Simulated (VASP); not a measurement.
# TaC in VASP: notebook

TaC is run at these levels: PBE+D3(BJ); tasks: single point.

All numbers are computed with VASP 6.6.1; they aren't measurements. Logs are shortened: lines on timing, memory, paths and dates and some standing lists are left out, and cuts for length are marked.

### 1 The cell of the first run

The cell holds a slab with vacuum, 24 atoms: a = 6.286 Å, b = 6.286 Å, c = 22.415 Å, α = 90.00°, β = 90.00°, γ = 120.00°.

### 2 Single point, PBE+D3(BJ)

Contents of INCAR:

```
SYSTEM = TaC
  PREC = Accurate
  ENCUT = 520
  EDIFF = 1E-6
  ISMEAR = 0
  SIGMA = 0.1
  LREAL = Auto
  LASPH = .True.
  NELM = 80
  ALGO = Normal
  ISIF = 2
  LWAVE = .False.
  LCHARG = .True.
  LDIPOL = .True.
  IDIPOL = 3
  DIPOL = 0.5 0.5 0.500
  GGA = PE
  IVDW = 12
  LELF = .True.
  LVHAR = .True.
  LVACPOTAV = .True.
  NBANDS = 108
```

Contents of KPOINTS:

```
regular mesh
0
Gamma
  4 4 1
  0 0 0
```

Contents of POSCAR:

```
TaC
1.0
    6.2855222178      0.0000000000      0.0000000000
   -3.1427611089      5.4434219167      0.0000000000
    0.0000000000      0.0000000000     22.4151342502
C Ta
12 12
Direct
    0.1666666667      0.3333333333      0.3569017214
    0.1666666667      0.8333333333      0.3569017214
    0.6666666667      0.3333333333      0.3569017214
    0.6666666667      0.8333333333      0.3569017214
    0.5000000000      0.5000000000      0.4713803443
    0.5000000000      0.0000000000      0.4713803443
    0.0000000000      0.5000000000      0.4713803443
    0.0000000000      0.0000000000      0.4713803443
    0.8333333333      0.6666666667      0.5886326024
    0.8333333333      0.1666666667      0.5886326024
    0.3333333333      0.6666666667      0.5886326024
    0.3333333333      0.1666666667      0.5886326024
    0.3333333333      0.1666666667      0.4141410329
    0.3333333333      0.6666666667      0.4141410329
    0.8333333333      0.1666666667      0.4141410329
    0.8333333333      0.6666666667      0.4141410329
    0.6666666667      0.3333333333      0.5301229882
    0.6666666667      0.8333333333      0.5301229882
    0.1666666667      0.3333333333      0.5301229882
    0.1666666667      0.8333333333      0.5301229882
    0.0000000000      0.5000000000      0.6402327235
    0.0000000000      0.0000000000      0.6402327235
    0.5000000000      0.5000000000      0.6402327235
    0.5000000000      0.0000000000      0.6402327235
```

Potentials or basis: VASP PAW PBE potentials, release 64 (C, Ta_pv).

The run is started by

```sh
> cat potpaw_PBE.64/C/POTCAR potpaw_PBE.64/Ta_pv/POTCAR > POTCAR
> mpirun -np 1 vasp_std > vasp.out
```

OUTCAR:

```text
SYSTEM = TaC
   PREC = Accurate
   ENCUT = 520
   EDIFF = 1E-6
   ISMEAR = 0
   LREAL = Auto
   LASPH = .True.
   NELM = 80
   ISIF = 2
   GGA = PE
   IVDW = 12
 IVDW          = 12

 ion  position               nearest neighbor table
   1  0.167  0.333  0.357-  13 2.22  15 2.22  14 2.22
   2  0.167  0.833  0.357-  14 2.22  16 2.22  13 2.22
   3  0.667  0.333  0.357-  15 2.22  13 2.22  16 2.22
   4  0.667  0.833  0.357-  16 2.22  14 2.22  15 2.22
   5  0.500  0.500  0.471-  16 2.22  13 2.22  14 2.22  19 2.24  18 2.24  17 2.24
   6  0.500  0.000  0.471-  15 2.22  14 2.22  13 2.22  20 2.24  17 2.24  18 2.24
   7  0.000  0.500  0.471-  14 2.22  15 2.22  16 2.22  17 2.24  20 2.24  19 2.24
   8  0.000  0.000  0.471-  13 2.22  16 2.22  15 2.22  18 2.24  19 2.24  20 2.24
   9  0.833  0.667  0.589-  23 2.15  22 2.15  21 2.15  18 2.24  20 2.24  17 2.24
  10  0.833  0.167  0.589-  24 2.15  21 2.15  22 2.15  17 2.24  19 2.24  18 2.24
  11  0.333  0.667  0.589-  21 2.15  24 2.15  23 2.15  20 2.24  18 2.24  19 2.24
  12  0.333  0.167  0.589-  22 2.15  23 2.15  24 2.15  19 2.24  17 2.24  20 2.24
  13  0.333  0.167  0.414-   8 2.22   5 2.22   6 2.22   1 2.22   3 2.22   2 2.22  15 3.14  15 3.14
                            16 3.14  14 3.14  14 3.14  16 3.14  19 3.17  17 3.17  20 3.17
  14  0.333  0.667  0.414-   7 2.22   6 2.22   5 2.22   2 2.22   4 2.22   1 2.22  16 3.14  16 3.14
                            13 3.14  13 3.14  15 3.14  15 3.14  20 3.17  18 3.17  19 3.17
  15  0.833  0.167  0.414-   6 2.22   7 2.22   8 2.22   3 2.22   1 2.22   4 2.22  13 3.14  13 3.14
[... 26 lines left out ...]
 A1 = (   6.2855222178,   0.0000000000,   0.0000000000)
 A2 = (  -3.1427611089,   5.4434219167,   0.0000000000)
 A3 = (   0.0000000000,   0.0000000000,  22.4151342502)

Analysis of symmetry for initial positions (statically):
=====================================================================
 Subroutine PRICEL returns following result:

  LATTYP: Found a hexagonal cell.
 ALAT       =     3.1427611089
 C/A-ratio  =     7.1323061071

  Lattice vectors:

 A1 = (   3.1427611089,   0.0000000000,   0.0000000000)
 A2 = (  -1.5713805544,   2.7217109584,   0.0000000000)
 A3 = (   0.0000000000,   0.0000000000,  22.4151342502)

   4 primitive cells build up your supercell.

 Routine SETGRP: Setting up the symmetry group for a
 hexagonal supercell.

 Subroutine GETGRP returns: Found  6 space group operations
 (whereof  6 operations were pure point group operations)
 out of a pool of 24 trial point group operations.

The static configuration has the point symmetry C_3v.

Analysis of symmetry for dynamics (positions and initial velocities):
=====================================================================
 Subroutine PRICEL returns following result:

  LATTYP: Found a hexagonal cell.
 ALAT       =     3.1427611089
 C/A-ratio  =     7.1323061071

  Lattice vectors:

 A1 = (   3.1427611089,   0.0000000000,   0.0000000000)
 A2 = (  -1.5713805544,   2.7217109584,   0.0000000000)
 A3 = (   0.0000000000,   0.0000000000,  22.4151342502)

   4 primitive cells build up your supercell.

 Routine SETGRP: Setting up the symmetry group for a
 hexagonal supercell.

 Subroutine GETGRP returns: Found  6 space group operations
 (whereof  6 operations were pure point group operations)
 out of a pool of 24 trial point group operations.

The dynamic configuration has the point symmetry C_3v.

 Subroutine INISYM returns: Found  6 space group operations
 (whereof  6 operations are pure point group operations),
 and found     4 'primitive' translations

----------------------------------------------------------------------------------------

                                     Primitive cell

  volume of cell :     191.7321

  direct lattice vectors                    reciprocal lattice vectors
     3.142761109  0.000000000  0.000000000     0.318191541  0.183707972  0.000000000
    -1.571380554  2.721710958  0.000000000     0.000000000  0.367415944  0.000000000
     0.000000000  0.000000000 22.415134250     0.000000000  0.000000000  0.044612715

  length of vectors
     3.142761109  3.142761109 22.415134250     0.367415944  0.367415944  0.044612715

  position of ions in fractional coordinates (direct lattice)
     0.333333333  0.666666667  0.356901721
     1.000000000  1.000000000  0.471380344
     0.666666667  0.333333333  0.588632602
     0.666666667  0.333333333  0.414141033
     0.333333333  0.666666667  0.530122988
     1.000000000  1.000000000  0.640232723

  ion indices of the primitive-cell ions
   primitive index   ion index
                 1           1
                 2           7
                 3          12
                 4          13
                 5          19
                 6          21

----------------------------------------------------------------------------------------

 KPOINTS: regular mesh

Automatic generation of k-mesh.
 Grid dimensions read from file:
 generate k-points for:    4    4    1

 Generating k-lattice:

  Cartesian coordinates                     Fractional coordinates (reciprocal lattice)
     0.039773943  0.022963496  0.000000000     0.250000000 -0.000000000  0.000000000
     0.000000000  0.045926993  0.000000000     0.000000000  0.250000000  0.000000000
     0.000000000  0.000000000  0.044612715     0.000000000  0.000000000  1.000000000

  Length of vectors
     0.045926993  0.045926993  0.044612715

  Shift w.r.t. Gamma in fractional coordinates (k-lattice)
     0.000000000  0.000000000  0.000000000

 Subroutine IBZKPT returns following result:
 ===========================================

 Found      4 irreducible k-points:

 Following reciprocal coordinates:
            Coordinates               Weight
  0.000000  0.000000  0.000000      1.000000
  0.250000 -0.000000  0.000000      6.000000
  0.500000 -0.000000  0.000000      3.000000
  0.250000  0.250000  0.000000      6.000000
   k-points           NKPTS =      4   k-points in BZ     NKDIM =      4   number of bands    NBANDS=    108
   number of dos      NEDOS =    301   number of ions     NIONS =     24
   total plane-waves  NPLWV = 387072
   dimension x,y,z NGX =    48 NGY =   48 NGZ =  168
   dimension x,y,z NGXF=    96 NGYF=   96 NGZF=  336
   ions per type =              12  12
   NGX,Y,Z   is equivalent  to a cutoff of  12.70, 12.70, 12.46 a.u.
   NGXF,Y,Z  is equivalent  to a cutoff of  25.39, 25.39, 24.92 a.u.
 SYSTEM =  TaC
   PREC   = accura    normal or accurate (medium, high low for compatibility)
   ISTART =      0    job   : 0-new  1-cont  2-samecut
   ICHARG =      2    charge: 1-file 2-atom 10-const
   ISPIN  =      1    spin polarized calculation?
   LNONCOLLINEAR =      F non collinear calculations
   LSORBIT =      F    spin-orbit coupling
   LASPH  =      T    aspherical Exc in radial PAW
   ENCUT  =  520.0 eV  38.22 Ry    6.18 a.u.  11.69 11.69 41.68*2*pi/ulx,y,z
   NELM   =     80;   NELMIN=  2; NELMDL= -5     # of ELM steps
   EDIFF  = 0.1E-05   stopping-criterion for ELM
   LREAL  =      T    real-space projection
   EDIFFG = 0.1E-04   stopping-criterion for IOM
   NSW    =      0    number of steps for IOM
   IBRION =     -1    ionic relax: 0-MD 1-quasi-New 2-CG
   NFREE  =      0    steps in history (QN), initial steepest desc. (CG)
   ISIF   =      2    stress and relaxation
   ISYM   =      2    0-nonsym 1-usesym 2-fastsym
   POTIM  = 0.5000    time-step for ionic-motion
   TEBEG  =    0.0;   TEEND  =   0.0 temperature during run
   PSTRESS=    0.0 pullay stress
   NELECT =     180.0000    total number of electrons
   NUPDOWN=      -1.0000    fix difference up-down
   EMIN   =  10.00;   EMAX   =-10.00  energy-range for DOS
   EFERMI =   0.00;   METHOD = LEGACY
   ISMEAR =     0;   SIGMA  =   0.10  broadening in eV -4-tet -1-fermi 0-gaus
   EFERMI_NEDOS =   21; number of points for ismear=-14 and -15
   IALGO  =     38    algorithm
   IMIX   =      4    mixing-type and parameters
     AMIX     =   0.40;   BMIX     =  1.00
     AMIX_MAG =   1.60;   BMIX_MAG =  1.00
  volume/ion in A,a.u.               =      31.96       215.65
  Fermi-wavevector in a.u.,A,eV,Ry     =   1.009828  1.908298 13.874578  1.019753
  Thomas-Fermi vector in A             =   2.142780
   LORBIT       =      0    0 simple, 1 ext, 2 COOP (PROOUT), +10 PAW based schemes
   GGA     = PE    functional components
   LHFCALC =     F    Hartree Fock is set to
   AEXX    =    0.0000 exact exchange contribution
   IVDW    =    12    specifies the selected vdW correction
   LEPSILON=     F    determine dielectric tensor
   LRPA    =     F    only Hartree local field effects (RPA)
 non-spin polarized calculation
 Gauss-broadening in eV      SIGMA  =   0.10
  energy-cutoff  :      520.00
  volume of cell :      766.93
 maximum number of plane-waves:     20692
 NGX is ok and might be reduce to    48
   NGX = 23   NGY = 23   NGZ = 83

 dipolmoment           0.000000      0.000000      0.108968 electrons x Angstroem

 number of electron     179.9999982 magnetization

 dipolmoment           0.000000      0.000000     -0.394496 electrons x Angstroem

 Free energy of the ion-electron system (eV)
  ---------------------------------------------------
  ext. energy  EPLUGINS =         0.00000000
  ---------------------------------------------------
  free energy    TOTEN  =      -246.58846325 eV

  energy without entropy =     -246.45873344  energy(sigma->0) =     -246.52359835

 E-fermi :  -1.0561     XC(G=0):  -5.5413

 val. band max:       -1.0650751850   @ k =   0.2500   0.2500   0.0000
 cond. band min:      -1.0417449495   @ k =   0.2500   0.2500   0.0000
 fundamental gap:      0.0233302355
 Fermi energy:        -1.0560554488

 k-point     1 :       0.0000    0.0000    0.0000
  band No.  band energies     occupation
      1     -36.4301      2.00000
      2     -36.4301      2.00000
      3     -36.4301      2.00000
      4     -36.3310      2.00000
      5     -36.1715      2.00000
      6     -36.1715      2.00000
[... 409 lines left out ...]
    101       1.0951      0.00000
    102       1.1941      0.00000
 [bands above 102 left out]

------------------------ aborting loop because EDIFF is reached ----------------------------------------

 Edisp (eV)   -7.81129

 E8    (eV) :    -3.7775

  FORCE on cell =-STRESS in cart. coord.  units (eV):
  Direction    XX          YY          ZZ          XY          YZ          ZX
  --------------------------------------------------------------------------------------
  -------------------------------------------------------------------------------------
  Total     -13.28002   -13.28002    -9.72902     0.00000     0.00000    -0.00000
  in kB     -27.74307   -27.74307   -20.32474     0.00000     0.00000    -0.00000
  external pressure =      -25.27 kB  Pullay stress =        0.00 kB

 VOLUME and BASIS-vectors are now :
 -----------------------------------------------------------------------------
  energy-cutoff  :      520.00
  volume of cell :      766.93
      direct lattice vectors                 reciprocal lattice vectors
     6.285522218  0.000000000  0.000000000     0.159095770  0.091853986  0.000000000
    -3.142761109  5.443421917  0.000000000     0.000000000  0.183707972  0.000000000
     0.000000000  0.000000000 22.415134250     0.000000000  0.000000000  0.044612715

 POSITION                                       TOTAL-FORCE (eV/Angst)
 -----------------------------------------------------------------------------------
      0.00000      1.81447      8.00000        -0.000000      0.000000      2.638942
     -1.57138      4.53618      8.00000         0.000000      0.000000      2.638942
      3.14276      1.81447      8.00000         0.000000      0.000000      2.638942
      1.57138      4.53618      8.00000         0.000000      0.000000      2.638942
      1.57138      2.72171     10.56605        -0.000000      0.000000      0.706918
      3.14276      0.00000     10.56605        -0.000000     -0.000000      0.706918
[... 16 lines left out ...]
      1.57138      2.72171     14.35090        -0.000000      0.000000      0.035331
      3.14276      0.00000     14.35090        -0.000000      0.000000      0.035331
 -----------------------------------------------------------------------------------
    total drift:                               -0.000000     -0.000000      0.068793

  FREE ENERGIE OF THE ION-ELECTRON SYSTEM (eV)
  ---------------------------------------------------
  free  energy   TOTEN  =      -254.3997504187 eV

  energy  without entropy=     -254.2700206173  energy(sigma->0) =     -254.33488552

 vacuum level on the upper side and lower side of the slab         3.664         5.751
```

Wall time 21 min (1 thread of Intel Xeon Platinum 8259CL at 2.50GHz (Skylake/Cascade Lake), shared host); peak memory 0.86 GiB.

What came out:

- Free energy: -254.3998 eV
- Largest force: 3.349 eV/Å
- Band gap on the k mesh: zero (bands 90 and 91 overlap by 0.16 eV)
- Dispersion energy per atom: -0.325 eV

Forces on the atoms (eV/Å):
```
C    0.000  0.000  2.639
C    0.000  0.000  2.639
C    0.000  0.000  2.639
C    0.000  0.000  2.639
C    0.000  0.000  0.707
C    0.000  0.000  0.707
C    0.000  0.000  0.707
C    0.000  0.000  0.707
C    0.000  0.000 -0.011
C    0.000  0.000 -0.011
C    0.000  0.000 -0.011
C    0.000  0.000 -0.011
Ta   0.000  0.000 -3.349
Ta   0.000  0.000 -3.349
Ta   0.000  0.000 -3.349
Ta   0.000  0.000 -3.349
Ta   0.000  0.000 -0.021
Ta   0.000  0.000 -0.021
Ta   0.000  0.000 -0.021
Ta   0.000  0.000 -0.021
Ta   0.000  0.000  0.035
Ta   0.000  0.000  0.035
Ta   0.000  0.000  0.035
Ta   0.000  0.000  0.035
```

Caveat: spin-orbit coupling is left out, which moves the levels of the heavy elements.

### 3 Single point, PBE+D3(BJ)

INCAR is that of step 2.

KPOINTS is that of step 2.

Contents of POSCAR:

```
TaC
1.0
    6.2855222178      0.0000000000      0.0000000000
   -3.1427611089      5.4434219167      0.0000000000
    0.0000000000      0.0000000000     22.4151342502
C Ta
12 12
Direct
    0.1666666667      0.3333333333      0.3569017214
    0.1666666667      0.8333333333      0.3569017214
    0.6666666667      0.3333333333      0.3569017214
    0.6666666667      0.8333333333      0.3569017214
    0.5000000000      0.5000000000      0.4713803443
    0.5000000000      0.0000000000      0.4713803443
    0.0000000000      0.5000000000      0.4713803443
    0.0000000000      0.0000000000      0.4713803443
    0.8333333333      0.6666666667      0.5886325889
    0.8333333333      0.1666666667      0.5886325889
    0.3333333333      0.6666666667      0.5886325889
    0.3333333333      0.1666666667      0.5886325889
    0.3333333333      0.1666666667      0.4141410329
    0.3333333333      0.6666666667      0.4141410329
    0.8333333333      0.1666666667      0.4141410329
    0.8333333333      0.6666666667      0.4141410329
    0.6666666667      0.3333333333      0.5301229792
    0.6666666667      0.8333333333      0.5301229792
    0.1666666667      0.3333333333      0.5301229792
    0.1666666667      0.8333333333      0.5301229792
    0.0000000000      0.5000000000      0.6402327126
    0.0000000000      0.0000000000      0.6402327126
    0.5000000000      0.5000000000      0.6402327126
    0.5000000000      0.0000000000      0.6402327126
```

Potentials or basis: VASP PAW PBE potentials, release 64 (C, Ta_pv).

The run is started by

```sh
> cat potpaw_PBE.64/C/POTCAR potpaw_PBE.64/Ta_pv/POTCAR > POTCAR
> mpirun -np 1 vasp_std > vasp.out
```

It took 12 min on 1 thread of Intel Xeon 6975P-C (Granite Rapids), shared host; peak memory 0.85 GiB.

The run converged. Its results:

| Property | Result |
| --- | --- |
| Free energy | -254.3998 eV |
| Largest force | 3.349 eV/Å |
| Band gap on the k mesh | zero (bands 90 and 91 overlap by 0.16 eV) |
| Dispersion energy per atom | -0.325 eV |

Forces on the atoms (eV/Å):
```
C    0.000  0.000  2.639
C    0.000  0.000  2.639
C    0.000  0.000  2.639
C    0.000  0.000  2.639
C    0.000  0.000  0.707
C    0.000  0.000  0.707
C    0.000  0.000  0.707
C    0.000  0.000  0.707
C    0.000  0.000 -0.011
C    0.000  0.000 -0.011
C    0.000  0.000 -0.011
C    0.000  0.000 -0.011
Ta   0.000  0.000 -3.349
Ta   0.000  0.000 -3.349
Ta   0.000  0.000 -3.349
Ta   0.000  0.000 -3.349
Ta   0.000  0.000 -0.021
Ta   0.000  0.000 -0.021
Ta   0.000  0.000 -0.021
Ta   0.000  0.000 -0.021
Ta   0.000  0.000  0.035
Ta   0.000  0.000  0.035
Ta   0.000  0.000  0.035
Ta   0.000  0.000  0.035
```

Levels at points of the mesh, in eV from the Fermi level:
```csv
k point,band 88,band 89,band 90,band 91,band 92,band 93
"(0.00, 0.00, 0.00)",-0.06,0.12,0.12,0.12,0.28,0.28
"(0.50, 0.00, 0.00)",-0.52,-0.18,-0.18,-0.04,-0.04,0.88
```

Caveat: spin-orbit coupling is left out, which moves the levels of the heavy elements.

The gap in the log of VASP goes by the Fermi energy; the results here count the filled bands.